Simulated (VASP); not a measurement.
Input of a VASP 6.6.1 run:

The input INCAR:

```
SYSTEM = MgO
PREC = Accurate
ENCUT = 520
EDIFF = 1E-6
ISMEAR = 0
SIGMA = 0.02
LREAL = .FALSE.
LASPH = .TRUE.
NELM = 60
ALGO = Normal
ISIF = 2
LWAVE = .FALSE.
LCHARG = .FALSE.
GGA = PE
NBANDS = 11
```

File KPOINTS:

```
Automatic mesh
0
G
  10 10 10
  0 0 0
```

The input POSCAR:

```
MgO
1.0
    0.0000000000      2.1272357890      2.1272357890
    2.1272357890      0.0000000000      2.1272357890
    2.1272357890      2.1272357890      0.0000000000
Mg O
1 1
Direct
    0.0000000000      0.0000000000      0.0000000000
    0.5000000000      0.5000000000      0.5000000000
```

Potentials or basis: VASP PAW PBE potentials, release 64 (Mg, O).

Command:

```bash
$ cat potpaw_PBE.64/Mg/POTCAR potpaw_PBE.64/O/POTCAR > POTCAR
$ mpirun -np 1 vasp_std > vasp.out
```

Question: Estimate the pressure.

Answer: -0.8 GPa.

Question: Estimate the band gap on the k mesh.

Answer: 4.44 eV, direct.

**Experimental background.**

From “Electronic structure of alkaline earth and post-transition metal oxides”, 2009, arxiv:0908.1581, for a bulk crystal of MgO: band gap 7.83 eV.

Measured gap of MgO: 7.83 eV (quoted in “Electronic structure of alkaline earth and post-transition metal oxides”, 2009, arxiv:0908.1581). This calculation gives 4.44 eV (-3.39 eV). The value is that of PBE, without temperature or zero-point motion. Semilocal functionals fall short of measured gaps as a rule.
